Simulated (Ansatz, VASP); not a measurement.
## CuAu in VASP and in Ansatz

```
CELL_PARAMETERS angstrom
2.82936 0.00000 0.00000
0.00000 2.82936 0.00000
0.00000 0.00000 3.70940
ATOMIC_POSITIONS crystal
Au 0.00000 0.00000 0.00000
Cu 0.50000 0.50000 0.50000
```

Alike in both runs: task single point; functional LDA; k mesh 9 × 9 × 7; occupations fermi-dirac, width 0.05 eV; no spin polarisation.

|  | VASP | Ansatz |
| --- | --- | --- |
| version | VASP 6.6.1 | Ansatz 0.2.0 |
| potentials or method | VASP PAW LDA potentials, release 64 (Au_sv_GW, Cu_sv_GW) | Ansatz PAW |
| plane-wave cutoff (eV) | 700 | 420 |
| valence electrons in the cell | 38 | 38 |

VASP gave:

| Property | Result |
| --- | --- |
| gap on the k mesh at the Fermi level (eV) | none |
| pressure (GPa) | -13.2 |
| traceless stress, the component that is largest in VASP (GPa) | -0.07 |

Q: What did Ansatz give for the same quantities?

A: gap on the k mesh at the Fermi level (eV): none; pressure (GPa): -11.8; traceless stress, the component that is largest in VASP (GPa): -0.05.

LDA's correlation is that of Perdew and Zunger in VASP and of Perdew and Wang (1992) in Ansatz. A gap of «none» marks a metal or a gap that the smearing closes.

Neither program's run includes spin-orbit coupling.
